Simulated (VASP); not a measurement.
Wanted: the native input for a VASP 6.6.1 run.

```yaml
Task: single point
Functional: PBE
Potentials_or_basis: VASP PAW PBE potentials, release 64 (Mn_pv, Si)
Cutoff: 400 eV
k_mesh: 8 × 8 × 1
Occupations: gaussian, width 0.1 eV
Spin: no spin polarisation
Dipole_correction: yes
Further_INCAR_settings: ALGO = Normal; EDIFF = 1e-06; NBANDS = 120; NELMDL = -8
```

The structure of MnSi lies in POSCAR:

```
MnSi
1.0
    4.4976971732      0.0000000000      0.0000000000
    0.0000000000      4.4976971732      0.0000000000
    0.0000000000      0.0000000000     27.2595630626
Mn Si
12 12
Direct
    0.1565955534      0.5879946507      0.2864239736
    0.8544709789      0.1485663027      0.3106710087
    0.3588730781      0.3742608293      0.3552849800
    0.6336449729      0.8620003026      0.3951958930
    0.1349186770      0.6345280226      0.4393734255
    0.8640562413      0.1381148841      0.4770987769
    0.3640562240      0.3618851046      0.5229012242
    0.6349187101      0.8654719562      0.5606265684
    0.1336449849      0.6379997037      0.6048041013
    0.8588730376      0.1257391654      0.6447150201
    0.3544709256      0.3514337229      0.6893289976
    0.6565955051      0.9120053583      0.7135760249
    0.3465768540      0.0845167758      0.2769032866
    0.6640565998      0.6664705449      0.3054635046
    0.1473657074      0.8646140902      0.3624154188
    0.8383750011      0.3465351930      0.3911328217
    0.3479753712      0.1561686218      0.4432868165
    0.6530910713      0.6563241579      0.4747604293
    0.1530910825      0.8436758386      0.5252395672
    0.8479753885      0.3438313669      0.5567131852
    0.3383749926      0.1534647854      0.6088671763
    0.6473657165      0.6353859273      0.6375845816
    0.1640565337      0.8335294835      0.6945365020
    0.8465767927      0.4154832116      0.7230967160
```

These files were run (other wordings do the same):

INCAR

```
ALGO = Normal
DIPOL = 0.5 0.5 0.500
EDIFF = 1E-6
ENCUT = 400
GGA = PE
GGA_COMPAT = False
IDIPOL = 3
ISIF = 2
ISMEAR = 0
LASPH = True
LCHARG = False
LDIPOL = True
LREAL = False
LWAVE = False
NBANDS = 120
NELM = 120
NELMDL = -8
PREC = Accurate
SIGMA = 0.1
```

KPOINTS

```
k-points
0
Gamma
  8 8 1
```

Potentials or basis: VASP PAW PBE potentials, release 64 (Mn_pv, Si).

Run with:

```bash
$ cat potpaw_PBE.64/Mn_pv/POTCAR potpaw_PBE.64/Si/POTCAR > POTCAR
$ mpirun -np 1 vasp_std > vasp.out
```

It gave:

```
Largest force          : 0.037 eV/Å
Band gap on the k mesh : zero (bands 102 and 103 overlap by 0.32 eV)
```

Caveat: the run has no spin polarisation, though such a crystal can be magnetic.

It took 49 min on 1 thread of AMD EPYC 9R45 96-Core Processor (Zen 5), on a shared host, peak memory 0.87 GiB.
